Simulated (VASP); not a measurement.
Here is a VASP 6.6.1 calculation.

The input INCAR:

```
PREC = Accurate
ENCUT = 520
EDIFF = 1E-6
ISMEAR = 1
SIGMA = 0.01
LREAL = F
LASPH = T
NELM = 80
ALGO = Normal
ISIF = 2
LWAVE = F
LCHARG = T
GGA = CA
LELF = T
LVHAR = T
NBANDS = 11
```

File KPOINTS:

```
Automatic mesh
0
Gamma
  9 9 9
```

The input POSCAR:

```
Ba
1.0
   -2.3789385306      2.3789385306      2.3789385306
    2.3789385306     -2.3789385306      2.3789385306
    2.3789385306      2.3789385306     -2.3789385306
Ba
1
Direct
    0.0000000000      0.0000000000      0.0000000000
```

Potentials or basis: VASP PAW LDA potentials, release 64 (Ba_sv).

Run with:

```console
$ cat potpaw_LDA.64/Ba_sv/POTCAR > POTCAR
$ mpirun -np 1 vasp_std > vasp.out
```

Q: Estimate the band gap on the k mesh.

A: Zero (band 5 reaches 2.57 eV, above the bottom of band 6 at 1.31 eV).

Q: What does it give for the pressure?

A: 0.1 GPa.

Caveat: spin-orbit coupling is left out, which moves the levels of the heavy elements.
